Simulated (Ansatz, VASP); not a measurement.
**WS2 in VASP and in Ansatz**

Contents of INCAR:

```
  PREC = Accurate
  ENCUT = 520
  EDIFF = 1E-7
  ISMEAR = -1
  SIGMA = 0.03
  LREAL = F
  LASPH = T
  NELM = 60
  ALGO = Normal
  ISIF = 2
  LWAVE = F
  LCHARG = F
  GGA = PS
  NBANDS = 20
```

KPOINTS

```
regular mesh
0
Gamma
  15 15 15
```

Contents of POSCAR:

```
WS2
1.0
    1.5997790880      0.9236328871      6.2444357484
   -1.5997790880      0.9236328871      6.2444357484
    0.0000000000     -1.8472657741      6.2444357484
W S
1 2
Direct
    0.0000000000      0.0000000000      0.0000000000
    0.7503000000      0.7503000000      0.7503000000
    0.5810000000      0.5810000000      0.5810000000
```

Input for Ansatz:

```yaml
crystal:
  lattice:
    - [1.599779088, 0.9236328871, 6.2444357484]
    - [-1.599779088, 0.9236328871, 6.2444357484]
    - [0.0, -1.8472657741, 6.2444357484]
  atoms:
    - { symbol: W, position: [0.0, 0.0, 0.0] }
    - { symbol: S, position: [0.7503, 0.7503, 0.7503] }
    - { symbol: S, position: [0.581, 0.581, 0.581] }
kpoints:
  mp_grid: { grid: [15, 15, 15] }
  band_path:
    path:
      - [0.0, 0.0, 0.0]
      - [0.5, 0.5, 0.5]
      - [0.8187478403, 0.1812521597, 0.5]
      - [0.5, -0.1812521597, 0.1812521597]
      - [0.5, 0.0, 0.0]
      - [0.0, 0.0, 0.0]
      - [0.3406260799, -0.3406260799, 0.0]
      - [0.6593739201, 0.0, 0.3406260799]
      - [0.5, 0.0, 0.5]
    npoints: 5
scf:
  occupations: { method: fermi_dirac, width: 0.03 }
hamiltonian:
  xc: pbesol
  pseudopotentials: { kind: all_electron, lapw: { basis_error: 0.001 } }
output:
  forces: true
  stress: true
  eigenvalues: true
```

Change from the starting cell: volume scaled by 1.04.

Alike in both runs: task single point; functional PBEsol; k mesh 15 × 15 × 15; occupations fermi-dirac, width 0.03 eV; no spin polarisation.

|  | VASP | Ansatz |
| --- | --- | --- |
| version | VASP 6.6.1 | Ansatz 0.2.0 |
| potentials or method | VASP PAW PBE potentials, release 64 (W_sv, S), cutoff 520 eV | all-electron LAPW, scalar-relativistic |

```csv
,VASP,Ansatz,Ansatz less VASP
pressure (GPa),-6.5,-6.6,-0.04
"traceless stress, the component that is largest in VASP (GPa)",0.32,0.28,-0.042
rms of the force components (eV/Å),0.402,0.407,+0.0056
```

VASP's potentials were made for PBE, not for PBEsol. Atom by atom the forces differ by 0.007 eV/Å (rms over components). Ansatz ran all-electron here, and VASP with PAW potentials.

Spin-orbit coupling is off throughout.
